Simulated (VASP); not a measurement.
# CrO2 in VASP: further runs

CrO2 is run at these levels: PBEsol, PBE; tasks: single point.

Program: VASP 6.6.1. These are calculated values, not measurements. Logs are shortened: lines on timing, memory, paths and dates and some standing lists are left out, and cuts for length are marked.

## (1) The cell of the first run

The structure is orthorhombic, space group Cmmm (No. 65). Conventional cell: a = 6.190 Å, b = 6.315 Å, c = 2.917 Å, α = 90.00°, β = 90.00°, γ = 90.00°. Within 2.5 Å of Cr (site symmetry mmm) lie 6 O at 1.86 to 1.93 Å. Cr (site symmetry mmm) has 6 O at 1.90 to 1.91 Å within 2.5 Å. Within 2.5 Å of O (site symmetry 2mm) lie 3 Cr at 1.86 to 1.91 Å and 1 O at 2.46 Å. O (site symmetry m2m) has 3 Cr at 1.90 to 1.93 Å and 9 O at 2.51 to 2.69 Å within 2.7 Å.

## (2) Single point, PBEsol, collinear spin, ferromagnetic start

INCAR reads:

```
PREC     = Accurate       # precision mode
ENCUT    = 520            # plane-wave cutoff, eV
EDIFF    = 1E-7           # SCF threshold, eV
ISMEAR   = -1             # smearing method
SIGMA    = 0.05           # smearing width, eV
LREAL    = False          # projectors in reciprocal space
LASPH    = True           # aspherical terms in the spheres
NELM     = 150            # most SCF steps
ALGO     = Normal         # electronic algorithm
ISIF     = 2              # what is computed and relaxed
LWAVE    = False          # write WAVECAR
LCHARG   = False          # write CHGCAR
ISPIN    = 2              # spin polarisation
MAGMOM   = 3 3 0 0 0 0    # initial moments
LORBIT   = 11             # projections on sites
LMAXMIX  = 4              # l up to which the mixer works
GGA      = PS             # functional
NBANDS   = 37             # bands
```

KPOINTS reads:

```
regular mesh
0
Gamma
  5 5 8
```

POSCAR reads:

```
CrO2
1.0
    4.4210000000      0.0442100000      0.0000000000
    0.0442100000      4.4210000000      0.0000000000
    0.0000000000      0.0000000000      2.9170000000
Cr O
2 4
Direct
    0.5000000000      0.5000000000      0.5000000000
    0.0000000000      0.0000000000      0.0000000000
    0.8010000000      0.1990000000      0.5000000000
    0.6990000000      0.6990000000      0.0000000000
    0.1990000000      0.8010000000      0.5000000000
    0.3010000000      0.3010000000      0.0000000000
```

Potentials or basis: VASP PAW PBE potentials, release 64 (Cr_pv, O).

Command:

```console
cat potpaw_PBE.64/Cr_pv/POTCAR potpaw_PBE.64/O/POTCAR > POTCAR
mpirun -np 1 vasp_std > vasp.out
```

OUTCAR:

```text
PREC = Accurate
   ENCUT = 520
   EDIFF = 1E-7
   ISMEAR = -1
   LREAL = False
   LASPH = True
   NELM = 150
   ISIF = 2
   ISPIN = 2
   LORBIT = 11
   GGA = PS

 ion  position               nearest neighbor table
   1  0.500  0.500  0.500-   3 1.86   5 1.86   4 1.93   6 1.93   4 1.93   6 1.93
   2  0.000  0.000  0.000-   4 1.90   6 1.90   5 1.91   3 1.91   3 1.91   5 1.91
   3  0.801  0.199  0.500-   1 1.86   2 1.91   2 1.91
   4  0.699  0.699  0.000-   2 1.90   1 1.93   1 1.93
   5  0.199  0.801  0.500-   1 1.86   2 1.91   2 1.91
   6  0.301  0.301  0.000-   2 1.90   1 1.93   1 1.93

  LATTYP: Found a base centered orthorhombic cell.
 ALAT       =     6.1897157777
 B/A-ratio  =     1.0202020202
 C/A-ratio  =     0.4712655806

  Lattice vectors:

 A1 = (  -0.0442100000,  -4.4210000000,   0.0000000000)
 A2 = (   4.4210000000,   0.0442100000,   0.0000000000)
 A3 = (   0.0000000000,   0.0000000000,   2.9170000000)

Analysis of symmetry for initial positions (statically):
=====================================================================
 Subroutine PRICEL returns:
 Original cell was already a primitive cell.

 Routine SETGRP: Setting up the symmetry group for a
 base centered orthorhombic supercell.

 Subroutine GETGRP returns: Found  8 space group operations
 (whereof  8 operations were pure point group operations)
 out of a pool of  8 trial point group operations.

The static configuration has the point symmetry D_2h.

Analysis of symmetry for dynamics (positions and initial velocities):
=====================================================================
 Subroutine PRICEL returns:
 Original cell was already a primitive cell.

 Routine SETGRP: Setting up the symmetry group for a
 base centered orthorhombic supercell.

 Subroutine GETGRP returns: Found  8 space group operations
 (whereof  8 operations were pure point group operations)
 out of a pool of  8 trial point group operations.

The dynamic configuration has the point symmetry D_2h.

Analysis of structural, dynamic, and magnetic symmetry:
=====================================================================
 Subroutine PRICEL returns:
 Original cell was already a primitive cell.

 Routine SETGRP: Setting up the symmetry group for a
 base centered orthorhombic supercell.

 Subroutine GETGRP returns: Found  8 space group operations
 (whereof  8 operations were pure point group operations)
 out of a pool of  8 trial point group operations.

[... 140 lines left out ...]
  energy-cutoff  :      520.00
  volume of cell :       57.01
 maximum number of plane-waves:      1550
 NGX is ok and might be reduce to    36
   NGX = 17   NGY = 17   NGZ = 11

 number of electron      48.0000025 magnetization       4.0001018

 Free energy of the ion-electron system (eV)
  ---------------------------------------------------
  ext. energy  EPLUGINS =         0.00000000
  ---------------------------------------------------
  free energy    TOTEN  =       -52.99865847 eV

  energy without entropy =      -52.98368359  energy(sigma->0) =      -52.99117103

 E-fermi :   5.5919     XC(G=0): -12.2045

 val. band max:        5.5711479027   @ k =   0.2000  -0.0000   0.2500
 cond. band min:       5.6073569105   @ k =  -0.4000   0.4000   0.5000
 fundamental gap:      0.0362090078
 Fermi energy:         5.5918887177

 spin component 1

 k-point     1 :       0.0000    0.0000    0.0000
  band No.  band energies     occupation
      1     -39.2438      1.00000
      2     -39.2097      1.00000
      3     -39.0960      1.00000
      4     -39.0861      1.00000
      5     -39.0128      1.00000
      6     -38.9889      1.00000
[... 925 lines left out ...]
     35      16.1053      0.00000
     36      17.1444      0.00000

 [... further k-points ...]

 spin component 2

 k-point     1 :       0.0000    0.0000    0.0000
  band No.  band energies     occupation
      1     -37.2954      1.00000
      2     -37.1947      1.00000
      3     -36.9218      1.00000
      4     -36.8785      1.00000
      5     -36.6820      1.00000
      6     -36.6643      1.00000
[... 925 lines left out ...]
     35      16.2733      0.00000
     36      17.3014      0.00000

 [... further k-points ...]

 [bands above 36 left out]

------------------------ aborting loop because EDIFF is reached ----------------------------------------

  FORCE on cell =-STRESS in cart. coord.  units (eV):
  Direction    XX          YY          ZZ          XY          YZ          ZX
  --------------------------------------------------------------------------------------
  -------------------------------------------------------------------------------------
  Total       -1.7771826     -1.7771826     -2.5740907     -1.6037345      0.0000000      0.0000000
  in kB      -49.9469079    -49.9469079    -72.3436462    -45.0722268      0.0000000      0.0000000
  external PRESSURE =     -57.4124874 kB  Pullay stress =       0.0000000 kB

 VOLUME and BASIS-vectors are now :
 -----------------------------------------------------------------------------
  energy-cutoff  :      520.00
  volume of cell :       57.01
      direct lattice vectors                 reciprocal lattice vectors
     4.421000000  0.044210000  0.000000000     0.226215791 -0.002262158  0.000000000
     0.044210000  4.421000000  0.000000000    -0.002262158  0.226215791  0.000000000
     0.000000000  0.000000000  2.917000000     0.000000000  0.000000000  0.342817964

 POSITION                                       TOTAL-FORCE (eV/Angst)
 -----------------------------------------------------------------------------------
      2.23260      2.23260      1.45850         0.000000      0.000000      0.000000
      0.00000      0.00000      0.00000         0.000000      0.000000      0.000000
      3.55002      0.91519      1.45850         0.257304     -0.257304      0.000000
      3.12118      3.12118      0.00000        -0.214697     -0.214697     -0.000000
      0.91519      3.55002      1.45850        -0.257304      0.257304      0.000000
      1.34403      1.34403      0.00000         0.214697      0.214697      0.000000
 -----------------------------------------------------------------------------------
    total drift:                                0.000000      0.000000      0.000000

  FREE ENERGIE OF THE ION-ELECTRON SYSTEM (eV)
  ---------------------------------------------------
  free  energy   TOTEN  =       -52.9986584678 eV

  energy  without entropy=      -52.9836835936  energy(sigma->0) =      -52.99117103

 total charge

# of ion       s       p       d       tot
------------------------------------------
    1        0.363   6.476   4.043  10.883
    2        0.359   6.468   4.040  10.868
    3        1.567   3.451   0.000   5.019
    4        1.565   3.434   0.000   5.000
    5        1.567   3.451   0.000   5.019
    6        1.565   3.434   0.000   5.000
--------------------------------------------------
tot          6.987  26.716   8.084  41.787

 magnetization (x)

# of ion       s       p       d       tot
------------------------------------------
    1        0.020   0.031   2.007   2.058
    2        0.021   0.032   2.052   2.105
    3       -0.003  -0.067   0.000  -0.070
    4       -0.003  -0.069   0.000  -0.072
    5       -0.003  -0.067   0.000  -0.070
    6       -0.003  -0.069   0.000  -0.072
--------------------------------------------------
tot          0.030  -0.209   4.059   3.879
```

stdout:

```text
POSCAR found type information on POSCAR CrO
 POSCAR found :  2 types and       6 ions
 scaLAPACK will be used
 -----------------------------------------------------------------------------
|                                                                             |
|                                                                             |
|     You enforced a specific xc type in the INCAR file but a different       |
|     I HOPE YOU KNOW WHAT YOU ARE DOING!                                     |
|                                                                             |
 -----------------------------------------------------------------------------

 LDA part: xc-table for (Slater+PW92), standard interpolation
 POSCAR, INCAR and KPOINTS ok, starting setup
 FFT: planning ... GRIDC
 FFT: planning ... GRID_SOFT
 FFT: planning ... GRID
 WAVECAR not read
 entering main loop
```

It took 1.8 min on 1 thread of Intel Xeon 6975P-C (Granite Rapids), shared host; peak memory 0.28 GiB.

Results:

| Quantity | Value |
| --- | --- |
| Free energy | -52.9987 eV |
| Pressure | -5.7 GPa |
| Largest force | 0.364 eV/Å |
| Band gap on the k mesh | zero (filled and empty bands overlap) |
| Net moment | 4.00 μB per cell |
| Site moments | Cr +2.06, +2.10; O -0.07 μB |
| Valence electrons inside the program's atomic spheres | Cr 10.88, 10.87; O 5.02, 5.00 (each value once) |

Forces in eV/Å, atoms in the order of the input:
```
Cr   0.000  0.000  0.000
Cr   0.000  0.000  0.000
O    0.257 -0.257  0.000
O   -0.215 -0.215  0.000
O   -0.257  0.257  0.000
O    0.215  0.215  0.000
```

Caveat: the cell stands under tension; the PAW data sets were made with another functional, which shifts forces and pressure a little; semilocal functionals often make such compounds metallic where correlation or magnetic order opens a gap, which also shifts bond lengths; the run started ferromagnetic, and an antiferromagnetic order may lie lower in energy. With open d or f shells a metallic result of PBEsol can be an artefact of self-interaction; +U or a hybrid may open a gap.

(Part 1 of 2 ends here.)

The gap in the log of VASP goes by the Fermi energy; the results here count the filled bands.